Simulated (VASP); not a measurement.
# MgS (I4/mmm) in VASP: notebook

The runs below take MgS through single point, with PBE.

Program: VASP 6.6.1. These are calculated values, not measurements. Logs are shortened: lines on timing, memory, paths and dates and some standing lists are left out, and cuts for length are marked.

## (1) The cell of the first run

The structure is tetragonal, space group I4/mmm (No. 139). The conventional cell has a = 3.606 Å, b = 3.606 Å, c = 5.203 Å, α = 90.00°, β = 90.00°, γ = 90.00°. Mg (site symmetry 4/mmm) has 6 S at 2.55 to 2.60 Å within 3.4 Å. S (site symmetry 4/mmm) has 6 Mg at 2.55 to 2.60 Å within 3.4 Å.

## (2) Single point, PBE (equal xx and yy strain of -2 %)

Contents of INCAR:

```
PREC = Accurate
ENCUT = 520
EDIFF = 1E-6
ISMEAR = -1
SIGMA = 0.01
LREAL = F
LASPH = T
NELM = 60
ALGO = Normal
ISIF = 2
LWAVE = F
LCHARG = F
GGA = PE
NBANDS = 11
```

Contents of KPOINTS:

```
regular mesh
0
Gamma
  8 8 8
```

Contents of POSCAR:

```
MgS
1.0
    0.0000000000      2.5496170000      2.6016500000
    2.5496170000      0.0000000000      2.6016500000
    2.5496170000      2.5496170000      0.0000000000
Mg S
1 1
Direct
    0.0000000000      0.0000000000      0.0000000000
    0.5000000000      0.5000000000      0.5000000000
```

Potentials or basis: VASP PAW PBE potentials, release 64 (Mg, S).

On the command line:

```
$ cat potpaw_PBE.64/Mg/POTCAR potpaw_PBE.64/S/POTCAR > POTCAR
$ mpirun -np 1 vasp_std > vasp.out
```

OUTCAR:

```text
PREC = Accurate
   ENCUT = 520
   EDIFF = 1E-6
   ISMEAR = -1
   LREAL = F
   LASPH = T
   NELM = 60
   ISIF = 2
   GGA = PE

 ion  position               nearest neighbor table
   1  0.000  0.000  0.000-   2 2.55   2 2.55   2 2.55   2 2.55   2 2.60   2 2.60
   2  0.500  0.500  0.500-   1 2.55   1 2.55   1 2.55   1 2.55   1 2.60   1 2.60

  LATTYP: Found a body centered tetragonal cell.
 ALAT       =     3.6057029403
 C/A-ratio  =     1.4430750636

  Lattice vectors:

 A1 = (  -2.5496170000,   0.0000000000,   2.6016500000)
 A2 = (   2.5496170000,   0.0000000000,   2.6016500000)
 A3 = (   0.0000000000,   2.5496170000,  -2.6016500000)

Analysis of symmetry for initial positions (statically):
=====================================================================
 Subroutine PRICEL returns:
 Original cell was already a primitive cell.

 Routine SETGRP: Setting up the symmetry group for a
 body centered tetragonal supercell.

 Subroutine GETGRP returns: Found 16 space group operations
 (whereof 16 operations were pure point group operations)
 out of a pool of 16 trial point group operations.

The static configuration has the point symmetry D_4h.

Analysis of symmetry for dynamics (positions and initial velocities):
=====================================================================
 Subroutine PRICEL returns:
 Original cell was already a primitive cell.

 Routine SETGRP: Setting up the symmetry group for a
 body centered tetragonal supercell.

 Subroutine GETGRP returns: Found 16 space group operations
 (whereof 16 operations were pure point group operations)
 out of a pool of 16 trial point group operations.

The dynamic configuration has the point symmetry D_4h.

 Subroutine INISYM returns: Found 16 space group operations
 (whereof 16 operations are pure point group operations),
 and found     1 'primitive' translations

----------------------------------------------------------------------------------------

                                     Primitive cell

  volume of cell :      33.8243

  direct lattice vectors                    reciprocal lattice vectors
     0.000000000  2.549617000  2.601650000    -0.196107886  0.196107886  0.192185728
     2.549617000  0.000000000  2.601650000     0.196107886 -0.196107886  0.192185728
     2.549617000  2.549617000  0.000000000     0.196107886  0.196107886 -0.192185728

  length of vectors
     3.642681645  3.642681645  3.605702940     0.337419561  0.337419561  0.337419561

  position of ions in fractional coordinates (direct lattice)
     0.000000000  0.000000000  0.000000000
     0.500000000  0.500000000  0.500000000

  ion indices of the primitive-cell ions
   primitive index   ion index
                 1           1
                 2           2

----------------------------------------------------------------------------------------

 KPOINTS: regular mesh

Automatic generation of k-mesh.
 Grid dimensions read from file:
 generate k-points for:    8    8    8

 Generating k-lattice:

  Cartesian coordinates                     Fractional coordinates (reciprocal lattice)
    -0.024513486  0.024513486  0.024023216     0.125000000  0.000000000  0.000000000
     0.024513486 -0.024513486  0.024023216     0.000000000  0.125000000  0.000000000
     0.024513486  0.024513486 -0.024023216     0.000000000  0.000000000  0.125000000

  Length of vectors
     0.042177445  0.042177445  0.042177445

  Shift w.r.t. Gamma in fractional coordinates (k-lattice)
     0.000000000  0.000000000  0.000000000

 Subroutine IBZKPT returns following result:
 ===========================================

 Found     59 irreducible k-points:

 Following reciprocal coordinates:
            Coordinates               Weight
  0.000000  0.000000  0.000000      1.000000
  0.125000  0.000000  0.000000      8.000000
  0.250000  0.000000  0.000000      8.000000
  0.375000  0.000000  0.000000      8.000000
  0.500000  0.000000  0.000000      4.000000
  0.125000  0.125000  0.000000      2.000000
[... 16 lines left out ...]
  0.250000  0.000000  0.125000     16.000000
  0.375000  0.000000  0.125000     16.000000
 [... further k-points ...]
   k-points           NKPTS =     59   k-points in BZ     NKDIM =     59   number of bands    NBANDS=     11
   number of dos      NEDOS =    301   number of ions     NIONS =      2
   total plane-waves  NPLWV =  21952
   dimension x,y,z NGX =    28 NGY =   28 NGZ =   28
   dimension x,y,z NGXF=    56 NGYF=   56 NGZF=   56
   ions per type =               1   1
   NGX,Y,Z   is equivalent  to a cutoff of  12.78, 12.78, 12.91 a.u.
   NGXF,Y,Z  is equivalent  to a cutoff of  25.56, 25.56, 25.82 a.u.
 SYSTEM =  unknown system
   PREC   = accura    normal or accurate (medium, high low for compatibility)
   ISTART =      0    job   : 0-new  1-cont  2-samecut
   ICHARG =      2    charge: 1-file 2-atom 10-const
   ISPIN  =      1    spin polarized calculation?
   LNONCOLLINEAR =      F non collinear calculations
   LSORBIT =      F    spin-orbit coupling
   LASPH  =      T    aspherical Exc in radial PAW
   ENCUT  =  520.0 eV  38.22 Ry    6.18 a.u.   6.77  6.77  6.70*2*pi/ulx,y,z
   NELM   =     60;   NELMIN=  2; NELMDL= -5     # of ELM steps
   EDIFF  = 0.1E-05   stopping-criterion for ELM
   LREAL  =      F    real-space projection
   EDIFFG = 0.1E-04   stopping-criterion for IOM
   NSW    =      0    number of steps for IOM
   IBRION =     -1    ionic relax: 0-MD 1-quasi-New 2-CG
   NFREE  =      0    steps in history (QN), initial steepest desc. (CG)
   ISIF   =      2    stress and relaxation
   ISYM   =      2    0-nonsym 1-usesym 2-fastsym
   POTIM  = 0.5000    time-step for ionic-motion
   TEBEG  =    0.0;   TEEND  =   0.0 temperature during run
   PSTRESS=    0.0 pullay stress
   NELECT =       8.0000    total number of electrons
   NUPDOWN=      -1.0000    fix difference up-down
   EMIN   =  10.00;   EMAX   =-10.00  energy-range for DOS
   EFERMI =   0.00;   METHOD = LEGACY
   ISMEAR =    -1;   SIGMA  =   0.01  broadening in eV -4-tet -1-fermi 0-gaus
   EFERMI_NEDOS =   21; number of points for ismear=-14 and -15
   IALGO  =     38    algorithm
   IMIX   =      4    mixing-type and parameters
     AMIX     =   0.40;   BMIX     =  1.00
     AMIX_MAG =   1.60;   BMIX_MAG =  1.00
  volume/ion in A,a.u.               =      16.91       114.13
  Fermi-wavevector in a.u.,A,eV,Ry     =   1.012423  1.913202 13.945970  1.025000
  Thomas-Fermi vector in A             =   2.145531
   LORBIT       =      0    0 simple, 1 ext, 2 COOP (PROOUT), +10 PAW based schemes
   GGA     = PE    functional components
[... 5 lines left out ...]
 non-spin polarized calculation
  energy-cutoff  :      520.00
  volume of cell :       33.82
 maximum number of plane-waves:       926
   NGX = 13   NGY = 13   NGZ = 13

 number of electron       7.9999999 magnetization

 Free energy of the ion-electron system (eV)
  ---------------------------------------------------
  ext. energy  EPLUGINS =         0.00000000
  ---------------------------------------------------
  free energy    TOTEN  =        -8.47592451 eV

  energy without entropy =       -8.47592451  energy(sigma->0) =       -8.47592451

 E-fermi :   4.4273     XC(G=0):  -9.8555

 val. band max:        4.1482158564   @ k =   0.0000   0.0000   0.0000
 cond. band min:       6.9211790817   @ k =   0.5000   0.0000   0.5000
 fundamental gap:      2.7729632253
 Fermi energy:         4.4272530577

 k-point     1 :       0.0000    0.0000    0.0000
  band No.  band energies     occupation
      1      -8.8110      2.00000
      2       4.0647      2.00000
      3       4.0647      2.00000
      4       4.1482      2.00000
      5       8.1305      0.00000
      6      11.8780      0.00000
      7      12.0935      0.00000
      8      12.0935      0.00000
      9      14.3411      0.00000
     10      14.6284      0.00000
     11      16.7285      0.00000

 k-point     2 :       0.1250    0.0000    0.0000
  band No.  band energies     occupation
      1      -8.6500      2.00000
      2       3.0165      2.00000
      3       3.9657      2.00000
      4       4.0012      2.00000
      5       8.9106      0.00000
      6      11.7356      0.00000
      7      12.2079      0.00000
      8      12.3708      0.00000
      9      13.7736      0.00000
     10      13.9887      0.00000
     11      17.0795      0.00000

 k-point     3 :       0.2500    0.0000    0.0000
  band No.  band energies     occupation
      1      -8.2123      2.00000
      2       1.1840      2.00000
      3       3.7385      2.00000
      4       3.7498      2.00000
      5       9.1987      0.00000
      6      11.8332      0.00000
      7      12.0809      0.00000
      8      12.6330      0.00000
      9      14.4455      0.00000
     10      14.4718      0.00000
     11      16.2726      0.00000

 k-point     4 :       0.3750    0.0000    0.0000
  band No.  band energies     occupation
      1      -7.6718      2.00000
      2      -0.3379      2.00000
      3       3.5099      2.00000
      4       3.5600      2.00000
      5       8.8473      0.00000
      6      11.1874      0.00000
      7      11.4127      0.00000
      8      14.2939      0.00000
      9      15.8796      0.00000
     10      16.4343      0.00000
     11      16.5148      0.00000
[... 239 lines left out ...]
 k-point    22 :       0.1250    0.0000    0.1250
  band No.  band energies     occupation
      1      -8.5936      2.00000
      2       3.0442      2.00000
      3       3.6949      2.00000
      4       3.8041      2.00000
      5       9.2701      0.00000
      6      11.0744      0.00000
      7      12.6477      0.00000
      8      12.7602      0.00000
      9      12.8102      0.00000
     10      14.6874      0.00000
     11      17.8401      0.00000

 k-point    23 :       0.2500    0.0000    0.1250
  band No.  band energies     occupation
      1      -8.2462      2.00000
      2       1.6796      2.00000
      3       3.4215      2.00000
      4       3.5187      2.00000
      5       9.7909      0.00000
      6      10.9520      0.00000
      7      11.6866      0.00000
      8      12.8972      0.00000
      9      14.0015      0.00000
     10      15.2018      0.00000
     11      17.7017      0.00000

 k-point    24 :       0.3750    0.0000    0.1250
  band No.  band energies     occupation
      1      -7.7317      2.00000
      2       0.1722      2.00000
      3       3.1347      2.00000
      4       3.2347      2.00000
      5       9.4402      0.00000
      6      10.8702      0.00000
      7      12.1741      0.00000
      8      12.5505      0.00000
      9      15.7611      0.00000
     10      17.0744      0.00000
     11      17.3222      0.00000

 [... further k-points ...]
[... 5 lines left out ...]
  --------------------------------------------------------------------------------------
  -------------------------------------------------------------------------------------
  Total        1.1029084      1.1029084      0.5601116      0.0000000     -0.0000000     -0.0000000
  in kB       52.2421754     52.2421754     26.5311682      0.0000000     -0.0000000     -0.0000000
  external PRESSURE =      43.6718397 kB  Pullay stress =       0.0000000 kB

 VOLUME and BASIS-vectors are now :
 -----------------------------------------------------------------------------
  energy-cutoff  :      520.00
  volume of cell :       33.82
      direct lattice vectors                 reciprocal lattice vectors
     0.000000000  2.549617000  2.601650000    -0.196107886  0.196107886  0.192185728
     2.549617000  0.000000000  2.601650000     0.196107886 -0.196107886  0.192185728
     2.549617000  2.549617000  0.000000000     0.196107886  0.196107886 -0.192185728

 POSITION                                       TOTAL-FORCE (eV/Angst)
 -----------------------------------------------------------------------------------
      0.00000      0.00000      0.00000         0.000000      0.000000      0.000000
      2.54962      2.54962      2.60165        -0.000000     -0.000000      0.000000
 -----------------------------------------------------------------------------------
    total drift:                                0.000000      0.000000      0.000000

  FREE ENERGIE OF THE ION-ELECTRON SYSTEM (eV)
  ---------------------------------------------------
  free  energy   TOTEN  =        -8.4759245122 eV

  energy  without entropy=       -8.4759245122  energy(sigma->0) =       -8.47592451
```

Wall time 18 s (1 thread of Intel Xeon 6975P-C, shared host); peak memory 0.17 GiB.

Results:

| Quantity | Value |
| --- | --- |
| Free energy | -8.4759 eV |
| Pressure | 4.4 GPa |
| Band gap on the k mesh | 2.77 eV, indirect (least direct gap 3.98 eV) |

Levels at points of the mesh, in eV from the valence-band top:
| k point | band 1 | band 2 | band 3 | band 4 | band 5 | band 6 | band 7 | band 8 | band 9 |
| --- | --- | --- | --- | --- | --- | --- | --- | --- | --- |
| (0.00, 0.00, 0.00) | -12.96 | -0.08 | -0.08 | 0.00 | 3.98 | 7.73 | 7.95 | 7.95 | 10.19 |
| (0.50, 0.00, 0.00) | -11.55 | -5.10 | -0.73 | -0.66 | 4.54 | 6.80 | 7.01 | 10.51 | 12.33 |
| (0.50, 0.50, 0.00) | -11.20 | -4.48 | -1.77 | -1.77 | 2.89 | 4.26 | 12.21 | 12.85 | 13.84 |
| (0.50, 0.00, 0.50) | -11.12 | -4.45 | -1.95 | -1.77 | 2.77 | 4.19 | 12.42 | 12.89 | 13.41 |

Caveat: the cell differs from its parent crystal (equal xx and yy strain of -2 %). A k mesh can miss the band edges.

## (3) Single point, PBE (equal xx and yy strain of +1 %)

Contents of INCAR:

```
SYSTEM = MgS
  PREC = Accurate
  ENCUT = 520
  EDIFF = 1E-7
  ISMEAR = -1
  SIGMA = 0.01
  LREAL = .False.
  LASPH = .True.
  NELM = 100
  ALGO = Normal
  ISIF = 2
  LWAVE = .False.
  LCHARG = .False.
  GGA = PE
  NBANDS = 11
```

Contents of KPOINTS:

```
regular mesh
0
Gamma
  8 8 8
  0 0 0
```

Contents of POSCAR:

```
MgS
1.0
    0.0000000000      2.6276665000      2.6016500000
    2.6276665000      0.0000000000      2.6016500000
    2.6276665000      2.6276665000      0.0000000000
Mg S
1 1
Direct
    0.0000000000      0.0000000000      0.0000000000
    0.5000000000      0.5000000000      0.5000000000
```

Potentials or basis: VASP PAW PBE potentials, release 64 (Mg, S).

On the command line:

```
$ cat potpaw_PBE.64/Mg/POTCAR potpaw_PBE.64/S/POTCAR > POTCAR
$ mpirun -np 1 vasp_std > vasp.out
```

It took 18 s on 1 thread of Intel Xeon 6975P-C, shared host; peak memory 0.17 GiB.

Results (log left out):

```
Free energy            : -8.5018 eV
Pressure               : -0.6 GPa
Band gap on the k mesh : 2.69 eV, indirect (least direct gap 3.54 eV)
```

Stress tensor (GPa, compression positive):
```
-0.93  0.00  0.00
 0.00 -0.93  0.00
 0.00  0.00  0.01
```

Levels at points of the mesh, in eV from the valence-band top:
```
           k point  band 1  band 2  band 3  band 4  band 5  band 6  band 7  band 8  band 9
(0.00, 0.00, 0.00)  -12.57   -0.04    0.00    0.00    3.54    7.92    7.92    8.02   10.25
(0.50, 0.00, 0.00)  -11.31   -4.74   -0.59   -0.57    4.50    6.82    6.92    9.88   12.03
(0.50, 0.50, 0.00)  -10.94   -4.10   -1.68   -1.68    2.69    4.42   11.86   12.76   13.11
(0.50, 0.00, 0.50)  -10.97   -4.11   -1.68   -1.60    2.73    4.45   11.76   12.74   13.04
```

Caveat: the cell differs from its parent crystal (equal xx and yy strain of +1 %). A k mesh can miss the band edges.
